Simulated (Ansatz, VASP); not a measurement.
## Two plane-wave programs on Te

```
Te
1.0
     2.37593    1.37174    1.80634
    -2.37593    1.37174    1.80634
     0.00000   -2.74349    1.80634
Te
1
Direct
  0.50000 0.50000 0.50000
```

Alike in both runs: task single point; functional PBE; k mesh 15 × 15 × 15; occupations gaussian, width 0.15 eV; no spin polarisation.

|  | VASP | Ansatz |
| --- | --- | --- |
| version | VASP 6.6.1 | Ansatz 0.2.0 |
| potentials or method | VASP PAW PBE potentials, release 64 (Te), cutoff 520 eV | scalar-relativistic, plane waves, PAW |
| valence electrons in the cell | 6 | 16 |

Ansatz gave:

| Quantity | Value |
| --- | --- |
| gap on the k mesh at the Fermi level (eV) | none |
| pressure (GPa) | -3.3 |
| traceless stress, the component that is largest in VASP (GPa) | 0.58 |

Question: What did VASP give for the same quantities?

Answer: gap on the k mesh at the Fermi level (eV): none; pressure (GPa): -3.4; traceless stress, the component that is largest in VASP (GPa): 0.58.

A gap of «none» marks a metal or a gap that the smearing closes. VASP's potentials hold 6 valence electrons a cell and Ansatz's 16, so a difference there can come from the potentials and not from the codes.

Spin-orbit coupling is off throughout.
